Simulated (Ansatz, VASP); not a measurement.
MgO in VASP and in Ansatz

```
CELL_PARAMETERS angstrom
0.00000 2.08178 2.08178
2.08178 0.00000 2.08178
2.08178 2.08178 0.00000
ATOMIC_POSITIONS crystal
Mg 0.00000 0.00000 0.00000
O 0.50000 0.50000 0.50000
```

Change from the starting cell: hydrostatic strain -1.0%.

Alike in both runs: task single point; functional r2SCAN; k mesh 10 × 10 × 10; no spin polarisation.

|  | VASP | Ansatz |
| --- | --- | --- |
| version | VASP 6.6.1 | Ansatz 0.2.0 |
| potentials or method | VASP PAW PBE potentials, release 64 (Mg_sv, O) | plane waves, PAW |
| plane-wave cutoff (eV) | 660 | 500 |
| occupations | gaussian, width 0.01 eV | fixed |
| valence electrons in the cell | 16 | 16 |

|  | VASP | Ansatz | Ansatz less VASP |
| --- | --- | --- | --- |
| gap on the k mesh at the Fermi level (eV) | 6.02 | 5.99 | -0.028 |
| pressure (GPa) | 4.7 | 5.2 | +0.47 |

VASP's potentials were made for PBE, not for r2SCAN.
